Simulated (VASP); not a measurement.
Here is a VASP 6.6.1 calculation.

POSCAR

```
MgSnSb2
1.0
    4.6907090461      0.0000000000      0.0000000000
    0.0000000000      4.6907090461      0.0000000000
    0.0000000000      0.0000000000      6.6838051040
Mg Sb Sn
1 2 1
Direct
    0.0000000000      0.0000000000      0.0000000000
    0.0000000000      0.5000000000      0.2428810293
    0.5000000000      0.0000000000      0.7571189707
    0.5000000000      0.5000000000      0.5000000000
```

The input INCAR.step1:

```
PREC = Accurate
ENCUT = 520
ISMEAR = -1
SIGMA = 0.02
LREAL = F
LASPH = T
NELM = 100
NBANDS = 21
GGA = PE
ALGO = Normal
EDIFF = 1E-4
LWAVE = T
LCHARG = F
```

The input INCAR.step2:

```
PREC = Accurate
ENCUT = 520
EDIFF = 1E-6
ISMEAR = -1
SIGMA = 0.02
LREAL = F
LASPH = T
NELM = 100
ALGO = Normal
ISIF = 2
LWAVE = F
LCHARG = F
METAGGA = R2SCAN
LMIXTAU = T
NBANDS = 21
ISTART = 1
```

KPOINTS

```
regular mesh
0
Gamma
  4 4 4
```

Potentials or basis: VASP PAW PBE potentials, release 64 (Mg, Sb, Sn_d).

Launch:

```sh
$ cat potpaw_PBE.64/Mg/POTCAR potpaw_PBE.64/Sb/POTCAR potpaw_PBE.64/Sn_d/POTCAR > POTCAR
$ cp INCAR.step1 INCAR
$ mpirun -np 1 vasp_std > vasp.out
$ cp INCAR.step2 INCAR
$ mpirun -np 1 vasp_std > vasp.out
```

What does it give for the pressure?

-2.0 GPa.

Predict the band gap on the k mesh.

zero (bands 13 and 14 overlap by 0.01 eV).

Estimate the largest force.

0.071 eV/Å.

Stress tensor (GPa, compression positive):
```
-1.82  0.00  0.00
 0.00 -1.82  0.00
 0.00  0.00 -2.22
```

Caveat: semilocal functionals underestimate gaps, and a narrow one can read as zero; the PAW data sets were made with another functional, which shifts forces and pressure a little; spin-orbit coupling is left out, which moves the levels of the heavy elements.
